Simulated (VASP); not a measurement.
Runs of VASP 6.6.1 on LiF. The structure is that of space group P6_3/mmc (No. 194), or close to it. The cells are those of the table. 

| task | level | potentials or basis | cell | k mesh | cutoff (eV) | smearing | gap on the mesh (eV) | pressure (GPa) | relaxed volume (Å³/atom) |
| --- | --- | --- | --- | --- | --- | --- | --- | --- | --- |
| relaxation of cell and atoms | LDA | VASP PAW LDA potentials, release 64 (Li_sv, F) | relaxed from a = 3.329, b = 3.329, c = 4.096 Å, angles 90.0, 90.0, 120.0°, 4 atoms | 12 × 12 × 6 | 600 | fermi-dirac 0.02 eV | (a) | 0.1 | (c) |
| single point | PBE | VASP PAW PBE potentials, release 64 (Li_sv, F) | a = 3.280, b = 3.280, c = 4.000 Å, angles 90.0, 90.0, 120.0°, 4 atoms | 12 × 12 × 6 | 520 | fermi-dirac 0.02 eV | 7.82 | - | - |
| single point | r2SCAN | VASP PAW PBE potentials, release 64 (Li_sv, F) | a = 3.280, b = 3.280, c = 4.000 Å, angles 90.0, 90.0, 120.0°, 4 atoms | 12 × 12 × 6 | 520 | fermi-dirac 0.02 eV | 8.64 | - | - |
| single point | PBE | VASP PAW PBE potentials, release 64 (Li_sv, F) | a = 3.280, b = 3.280, c = 4.000 Å, angles 90.0, 90.0, 120.0°, 4 atoms | 6 × 6 × 4 | 520 | gaussian 0.01 eV | 7.82 | - | - |
| single point | LDA | VASP PAW LDA potentials, release 64 (Li_sv, F) | a = 3.280, b = 3.280, c = 4.000 Å, angles 90.0, 90.0, 120.0°, 4 atoms | 12 × 12 × 6 | 520 | gaussian 0.01 eV | 7.50 | - | - |
| relaxation of cell and atoms | PBEsol | VASP PAW PBE potentials, release 64 (Li_sv, F) | relaxed from a = 3.329, b = 3.329, c = 4.096 Å, angles 90.0, 90.0, 120.0°, 4 atoms | 12 × 12 × 6 | 600 | fermi-dirac 0.02 eV | 7.62 | 0.1 | 9.38 |
| relaxation of cell and atoms | PBE | VASP PAW PBE potentials, release 64 (Li_sv, F_h) | relaxed from a = 2.734, b = 2.734, c = 3.418 Å, angles 90.0, 90.0, 120.0°, 4 atoms | 12 × 12 × 6 | 910 | fermi-dirac 0.02 eV | 8.72 | 0.1 | (b) |

Alike in all rows: no spin polarisation.

**Question.** Estimate the missing entries.

**Answer.** (a) 7.89; (b) 7.91; (c) 8.68.

Caveats: the cutoff is under 1.25 times the usual one of these potentials, so pressure, stress and relaxed cells hold a basis-set (Pulay) error; the PAW data sets were made with another functional, which shifts forces and pressure a little (at least some runs); the volume moved by over 15 % at a fixed basis, so the end points are rough (at least some runs).

A k mesh can miss the band edges.
